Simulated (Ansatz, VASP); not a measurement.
MgO in VASP and in Ansatz

File INCAR:

```
PREC = Accurate
ENCUT = 520
EDIFF = 1E-6
ISMEAR = 0
SIGMA = 0.05
LREAL = F
LASPH = T
NELM = 60
ALGO = Normal
ISIF = 2
LWAVE = F
LCHARG = F
GGA = PE
NBANDS = 26
```

File KPOINTS:

```
regular mesh
0
Gamma
  9 9 4
```

The input POSCAR:

```
MgO
1.0
    3.4764481714      0.0000000000      0.0000000000
   -1.7382240857      3.0106924314      0.0000000000
    0.0000000000      0.0000000000     10.4860106195
Mg O
4 4
Direct
    0.3333333333      0.6666666667      0.9694906392
    0.0000000000      0.0000000000      0.2208211786
    0.0000000000      0.0000000000      0.7208211786
    0.6666666667      0.3333333333      0.4694906392
    0.3333333333      0.6666666667      0.7800420079
    0.0000000000      0.0000000000      0.5296443544
    0.0000000000      0.0000000000      0.0296443544
    0.6666666667      0.3333333333      0.2800420079
```

Input for Ansatz:

```yaml
crystal:
  lattice:
    - [3.4764481714, 0.0, 0.0]
    - [-1.7382240857, 3.0106924314, 0.0]
    - [0.0, 0.0, 10.4860106195]
  atoms:
    - { symbol: Mg, position: [0.3333333333, 0.6666666667, 0.9694906392] }
    - { symbol: Mg, position: [0.0, 0.0, 0.2208211786] }
    - { symbol: Mg, position: [0.0, 0.0, 0.7208211786] }
    - { symbol: Mg, position: [0.6666666667, 0.3333333333, 0.4694906392] }
    - { symbol: O, position: [0.3333333333, 0.6666666667, 0.7800420079] }
    - { symbol: O, position: [0.0, 0.0, 0.5296443544] }
    - { symbol: O, position: [0.0, 0.0, 0.0296443544] }
    - { symbol: O, position: [0.6666666667, 0.3333333333, 0.2800420079] }
basis:
  ecutwfc: 520.0
kpoints:
  mp_grid: { grid: [9, 9, 4] }
hamiltonian:
  xc: pbe
  pseudopotentials: { kind: paw, azcp: { folder: soft_1 } }
scf:
  occupations: { method: gaussian, width: 0.05 }
output:
  forces: true
  stress: true
  eigenvalues: true
```

Alike in both runs: task single point; functional PBE; k mesh 9 × 9 × 4; occupations gaussian, width 0.05 eV; no spin polarisation.

```csv
,VASP,Ansatz
version,VASP 6.6.1,Ansatz 0.2.0
potentials or method,"VASP PAW PBE potentials, release 64 (Mg, O), cutoff 520 eV","scalar-relativistic, plane waves, PAW"
valence electrons in the cell,32,64
```

Ansatz gave:

* gap on the k mesh at the Fermi level (eV): 2.77
* least direct gap on the mesh (eV): 2.77
* pressure (GPa): -10.0
* traceless stress, the component that is largest in VASP (GPa): 6.56
* rms of the force components (eV/Å): 0.180

Q: What did VASP give for the same quantities?

A: gap on the k mesh at the Fermi level (eV): 2.75; least direct gap on the mesh (eV): 2.75; pressure (GPa): -10.4; traceless stress, the component that is largest in VASP (GPa): 6.66; rms of the force components (eV/Å): 0.181.

Atom by atom the forces differ by 0.001 eV/Å (rms over components). VASP's potentials hold 32 valence electrons a cell and Ansatz's 64, so a difference there can come from the potentials and not from the codes.
